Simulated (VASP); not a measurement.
Set up this calculation in VASP 6.6.1, as the native input.

| Property | Result |
| --- | --- |
| Task | single point |
| Functional | r2SCAN |
| Potentials or basis | VASP PAW PBE potentials, release 64 (C) |
| Cutoff | 520 eV |
| k mesh | 21 × 21 × 6 |
| Occupations | gaussian, width 0.1 eV |
| Spin | no spin polarisation |
| Dipole correction | no |
| Further INCAR settings | ALGO = Normal; EDIFF = 1e-06; NBANDS = 16 |

C:

```
C
1.0
     2.45579    0.00000    0.00000
    -1.22790    2.12678    0.00000
     0.00000    0.00000    7.04041
C
4
Direct
  0.00000 0.00000 0.25000
  0.00000 0.00000 0.75000
  0.33333 0.66667 0.25000
  0.66667 0.33333 0.75000
```

The input as run:

POSCAR

```
C
1.0
    2.4557922028      0.0000000000      0.0000000000
   -1.2278961014      2.1267784340      0.0000000000
    0.0000000000      0.0000000000      7.0404094286
C
4
Direct
    0.0000000000      0.0000000000      0.2500000000
    0.0000000000      0.0000000000      0.7500000000
    0.3333333333      0.6666666667      0.2500000000
    0.6666666667      0.3333333333      0.7500000000
```

INCAR.step1

```
SYSTEM = C
PREC = Accurate
ENCUT = 520
ISMEAR = 0
SIGMA = 0.1
LREAL = .FALSE.
LASPH = .TRUE.
NELM = 100
NBANDS = 16
GGA = PE
ALGO = Normal
EDIFF = 1E-4
LWAVE = .TRUE.
LCHARG = .FALSE.
```

INCAR.step2

```
SYSTEM = C
PREC = Accurate
ENCUT = 520
EDIFF = 1E-6
ISMEAR = 0
SIGMA = 0.1
LREAL = .FALSE.
LASPH = .TRUE.
NELM = 100
ALGO = Normal
ISIF = 2
LWAVE = .FALSE.
LCHARG = .FALSE.
METAGGA = R2SCAN
LMIXTAU = .TRUE.
NBANDS = 16
ISTART = 1
```

KPOINTS

```
Automatic mesh
0
G
  21 21 6
  0 0 0
```

Potentials or basis: VASP PAW PBE potentials, release 64 (C).

Command:

```bash
$ cat potpaw_PBE.64/C/POTCAR > POTCAR
$ cp INCAR.step1 INCAR
$ mpirun -np 1 vasp_std > vasp.out
$ cp INCAR.step2 INCAR
$ mpirun -np 1 vasp_std > vasp.out
```

Results of the run:

```json
{
 "Pressure": "0.7 GPa",
 "Band gap on the k mesh": "zero (bands 8 and 9 overlap by 0.02 eV)"
}
```

Caveat: the PAW data sets were made with another functional, which shifts forces and pressure a little.

It took 12 min on 1 thread of Intel Xeon 8259CL, with other jobs on the host, peak memory 0.17 GiB.
